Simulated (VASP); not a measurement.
# BP (F-43m) in VASP: further runs

Aim: see how the results for BP move with the level of theory and the settings. Levels: PBE, PBE+D3(BJ), PBEsol+D3(BJ). Tasks: single point, relaxation of cell and atoms.

Everything below comes from runs of VASP 6.6.1. Logs are shortened: lines on timing, memory, paths and dates and some standing lists are left out, and cuts for length are marked.

## 1. The cell of the first run

Symmetry: F-43m, No. 216, cubic system. Conventional cell: a = 4.538 Å, b = 4.538 Å, c = 4.538 Å, α = 90.00°, β = 90.00°, γ = 90.00°. Within 2.6 Å of P (site symmetry -43m) lie 4 B at 1.97 Å. Within 2.6 Å of B (site symmetry -43m) lie 4 P at 1.97 Å.

## 2. Single point, PBE

The input, INCAR:

```
SYSTEM = BP
  ALGO = Normal
  EDIFF = 1E-6
  ENCUT = 520
  GGA = PE
  ISIF = 2
  ISMEAR = 0
  LASPH = .True.
  LCHARG = .False.
  LREAL = .False.
  LWAVE = .False.
  NBANDS = 11
  NELM = 60
  PREC = Accurate
  SIGMA = 0.020999999999999998
```

The input, KPOINTS:

```
k-points
0
Gamma
  10 10 10
  0 0 0
```

The input, POSCAR:

```
BP
1.0
    0.0000000000      2.2690000000      2.2690000000
    2.2690000000      0.0000000000      2.2690000000
    2.2690000000      2.2690000000      0.0000000000
P B
1 1
Direct
    0.7500000000      0.7500000000      0.7500000000
    0.0000000000      0.0000000000      0.0000000000
```

Potentials or basis: VASP PAW PBE potentials, release 64 (P, B).

The run is started by

```sh
> cat potpaw_PBE.64/P/POTCAR potpaw_PBE.64/B/POTCAR > POTCAR
> mpirun -np 1 vasp_std > vasp.out
```

OUTCAR:

```text
SYSTEM = BP
   EDIFF = 1E-6
   ENCUT = 520
   GGA = PE
   ISIF = 2
   ISMEAR = 0
   LASPH = .True.
   LREAL = .False.
   NELM = 60
   PREC = Accurate

 ion  position               nearest neighbor table
   1  0.750  0.750  0.750-   2 1.97   2 1.97   2 1.97   2 1.97
   2  0.000  0.000  0.000-   1 1.97   1 1.97   1 1.97   1 1.97

  LATTYP: Found a face centered cubic cell.
 ALAT       =     4.5380000000

  Lattice vectors:

 A1 = (   0.0000000000,   2.2690000000,   2.2690000000)
 A2 = (   2.2690000000,   0.0000000000,   2.2690000000)
 A3 = (   2.2690000000,   2.2690000000,   0.0000000000)

Analysis of symmetry for initial positions (statically):
=====================================================================
 Subroutine PRICEL returns:
 Original cell was already a primitive cell.

 Routine SETGRP: Setting up the symmetry group for a
 face centered cubic supercell.

 Subroutine GETGRP returns: Found 24 space group operations
 (whereof 24 operations were pure point group operations)
 out of a pool of 48 trial point group operations.

The static configuration has the point symmetry T_d .

Analysis of symmetry for dynamics (positions and initial velocities):
=====================================================================
 Subroutine PRICEL returns:
 Original cell was already a primitive cell.

 Routine SETGRP: Setting up the symmetry group for a
 face centered cubic supercell.

 Subroutine GETGRP returns: Found 24 space group operations
 (whereof 24 operations were pure point group operations)
 out of a pool of 48 trial point group operations.

The dynamic configuration has the point symmetry T_d .

 Subroutine INISYM returns: Found 24 space group operations
 (whereof 24 operations are pure point group operations),
 and found     1 'primitive' translations

----------------------------------------------------------------------------------------

                                     Primitive cell

  volume of cell :      23.3633

  direct lattice vectors                    reciprocal lattice vectors
     0.000000000  2.269000000  2.269000000    -0.220361393  0.220361393  0.220361393
     2.269000000  0.000000000  2.269000000     0.220361393 -0.220361393  0.220361393
     2.269000000  2.269000000  0.000000000     0.220361393  0.220361393 -0.220361393

  length of vectors
     3.208850573  3.208850573  3.208850573     0.381677128  0.381677128  0.381677128

  position of ions in fractional coordinates (direct lattice)
     0.750000000  0.750000000  0.750000000
     0.000000000  0.000000000  0.000000000

  ion indices of the primitive-cell ions
[... 79 lines left out ...]
   IBRION =     -1    ionic relax: 0-MD 1-quasi-New 2-CG
   NFREE  =      0    steps in history (QN), initial steepest desc. (CG)
   ISIF   =      2    stress and relaxation
   ISYM   =      2    0-nonsym 1-usesym 2-fastsym
   POTIM  = 0.5000    time-step for ionic-motion
   TEBEG  =    0.0;   TEEND  =   0.0 temperature during run
   PSTRESS=    0.0 pullay stress
   NELECT =       8.0000    total number of electrons
   NUPDOWN=      -1.0000    fix difference up-down
   EMIN   =  10.00;   EMAX   =-10.00  energy-range for DOS
   EFERMI =   0.00;   METHOD = LEGACY
   ISMEAR =     0;   SIGMA  =   0.02  broadening in eV -4-tet -1-fermi 0-gaus
   EFERMI_NEDOS =   21; number of points for ismear=-14 and -15
   IALGO  =     38    algorithm
   IMIX   =      4    mixing-type and parameters
     AMIX     =   0.40;   BMIX     =  1.00
     AMIX_MAG =   1.60;   BMIX_MAG =  1.00
  volume/ion in A,a.u.               =      11.68        78.83
  Fermi-wavevector in a.u.,A,eV,Ry     =   1.145320  2.164342 17.847562  1.311759
  Thomas-Fermi vector in A             =   2.282009
   LORBIT       =      0    0 simple, 1 ext, 2 COOP (PROOUT), +10 PAW based schemes
   GGA     = PE    functional components
   LHFCALC =     F    Hartree Fock is set to
   AEXX    =    0.0000 exact exchange contribution
   IVDW    =     0    specifies the selected vdW correction
   LEPSILON=     F    determine dielectric tensor
   LRPA    =     F    only Hartree local field effects (RPA)
 non-spin polarized calculation
 Gauss-broadening in eV      SIGMA  =   0.02
  energy-cutoff  :      520.00
  volume of cell :       23.36
 maximum number of plane-waves:       639
   NGX = 11   NGY = 11   NGZ = 11

 number of electron       8.0000000 magnetization

 Free energy of the ion-electron system (eV)
  ---------------------------------------------------
  ext. energy  EPLUGINS =         0.00000000
  ---------------------------------------------------
  free energy    TOTEN  =       -12.93048094 eV

  energy without entropy =      -12.93048094  energy(sigma->0) =      -12.93048094

 E-fermi :   7.5676     XC(G=0): -10.9072

 val. band max:        7.4329392161   @ k =   0.0000   0.0000   0.0000
 cond. band min:       8.6721153515   @ k =   0.4000   0.4000   0.0000
 fundamental gap:      1.2391761355
 Fermi energy:         7.5675743907

 k-point     1 :       0.0000    0.0000    0.0000
  band No.  band energies     occupation
      1      -8.0275      2.00000
      2       7.4329      2.00000
      3       7.4329      2.00000
      4       7.4329      2.00000
      5      10.8336      0.00000
      6      10.8336      0.00000
      7      10.8336      0.00000
      8      14.8072      0.00000
      9      18.9456      0.00000
     10      19.5616      0.00000
     11      19.5616      0.00000
[... 309 lines left out ...]
 k-point    24 :       0.4000    0.3000    0.0000
  band No.  band energies     occupation
      1      -5.0879      2.00000
      2       1.2728      2.00000
      3       3.3845      2.00000
      4       3.9176      2.00000
      5       9.2444      0.00000
      6      11.0561      0.00000
      7      16.9123      0.00000
      8      16.9206      0.00000
      9      21.4338      0.00000
     10      22.6949      0.00000
     11      24.4914      0.00000

 [... further k-points ...]
[... 5 lines left out ...]
  --------------------------------------------------------------------------------------
  -------------------------------------------------------------------------------------
  Total        0.1296651      0.1296651      0.1296651      0.0000000      0.0000000      0.0000000
  in kB        8.8920175      8.8920175      8.8920175      0.0000000      0.0000000      0.0000000
  external PRESSURE =       8.8920175 kB  Pullay stress =       0.0000000 kB

 VOLUME and BASIS-vectors are now :
 -----------------------------------------------------------------------------
  energy-cutoff  :      520.00
  volume of cell :       23.36
      direct lattice vectors                 reciprocal lattice vectors
     0.000000000  2.269000000  2.269000000    -0.220361393  0.220361393  0.220361393
     2.269000000  0.000000000  2.269000000     0.220361393 -0.220361393  0.220361393
     2.269000000  2.269000000  0.000000000     0.220361393  0.220361393 -0.220361393

 POSITION                                       TOTAL-FORCE (eV/Angst)
 -----------------------------------------------------------------------------------
      3.40350      3.40350      3.40350        -0.000000     -0.000000     -0.000000
      0.00000      0.00000      0.00000         0.000000      0.000000      0.000000
 -----------------------------------------------------------------------------------
    total drift:                               -0.000000     -0.000000     -0.000000

  FREE ENERGIE OF THE ION-ELECTRON SYSTEM (eV)
  ---------------------------------------------------
  free  energy   TOTEN  =       -12.9304809422 eV

  energy  without entropy=      -12.9304809422  energy(sigma->0) =      -12.93048094
```

stdout:

```text
POSCAR found type information on POSCAR P B
 POSCAR found :  2 types and       2 ions
 scaLAPACK will be used
 LDA part: xc-table for (Slater+PW92), standard interpolation
 POSCAR, INCAR and KPOINTS ok, starting setup
 FFT: planning ... GRIDC
 FFT: planning ... GRID_SOFT
 FFT: planning ... GRID
 WAVECAR not read
 entering main loop
```

It took 12 s on 1 thread of AMD EPYC 7R43 (Zen 3), shared host; peak memory 0.1 GiB.

Results:

* Free energy: -12.9305 eV
* Pressure: 0.9 GPa
* Band gap on the k mesh: 1.24 eV, indirect (least direct gap 3.40 eV)

Levels at points of the mesh, in eV from the valence-band top:
| k point | band 1 | band 2 | band 3 | band 4 | band 5 | band 6 | band 7 | band 8 | band 9 |
| --- | --- | --- | --- | --- | --- | --- | --- | --- | --- |
| (0.00, 0.00, 0.00) | -15.46 | 0.00 | 0.00 | 0.00 | 3.40 | 3.40 | 3.40 | 7.37 | 11.51 |
| (0.50, 0.00, 0.00) | -12.14 | -9.03 | -1.76 | -1.76 | 3.78 | 4.71 | 4.71 | 10.13 | 14.63 |
| (0.50, 0.50, 0.00) | -10.61 | -8.58 | -4.11 | -4.11 | 1.33 | 1.66 | 12.12 | 12.12 | 15.23 |

(Continued in part 2 of 2.)
